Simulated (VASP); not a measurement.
**Sb: electric field gradients with PBE**

Crystal: Sb.

```
Sb
1.0
    -0.04610    2.28195    2.28195
     2.28195   -0.04610    2.28195
     2.28195    2.28195   -0.04610
Sb
1
Direct
  0.00000 0.00000 0.00000
```

This cell differs from its parent crystal: equal xy, yz and zx shear strains of -2 %.

- Program: VASP 6.6.1
- Task: electric field gradients
- Functional: PBE
- Potentials or basis: VASP PAW PBE potentials, release 64 (Sb)
- Cutoff: 520 eV
- k mesh: 12 × 12 × 12
- Occupations: fermi-dirac, width 0.05 eV
- Spin: no spin polarisation
- Dipole correction: no
- Further INCAR settings: ALGO = Normal; EDIFF = 1e-08; NBANDS = 8

```yaml
Pressure: 8.9 GPa
```

Stress tensor (GPa, compression positive):
```
8.93 0.32 0.32
0.32 8.93 0.32
0.32 0.32 8.93
```

Levels at points of the mesh, in eV from the Fermi level:
| k point | band 1 | band 2 | band 3 | band 4 | band 5 | band 6 | band 7 |
| --- | --- | --- | --- | --- | --- | --- | --- |
| (0.00, 0.00, 0.00) | -13.78 | 5.76 | 5.76 | 6.39 | 9.97 | 9.97 | 10.22 |
| (0.50, 0.00, 0.00) | -9.58 | -6.54 | 4.07 | 4.26 | 8.85 | 9.12 | 9.65 |
| (0.50, 0.50, 0.00) | -7.56 | -5.53 | 0.07 | 0.60 | 4.06 | 4.63 | 18.01 |
| (0.50, 0.50, 0.50) | -9.15 | -6.46 | 3.68 | 3.68 | 8.35 | 9.02 | 9.02 |

Electric field gradients, principal values (V/Å²):
```csv
atom,least,middle,greatest (by size)
1 Sb,-0.686,-0.686,1.371
```

It took 14 s on 1 thread of Intel(R) Xeon(R) Platinum 8488C (Sapphire Rapids) (shared host), peak memory 0.16 GiB.

Caveat: the cell differs from its parent crystal (equal xy, yz and zx shear strains of -2 %); without QUAD_EFG the Cq values of the log hold for a quadrupole moment of 1 mb, not for the nuclei; spin-orbit coupling is left out, which moves the levels of the heavy elements.
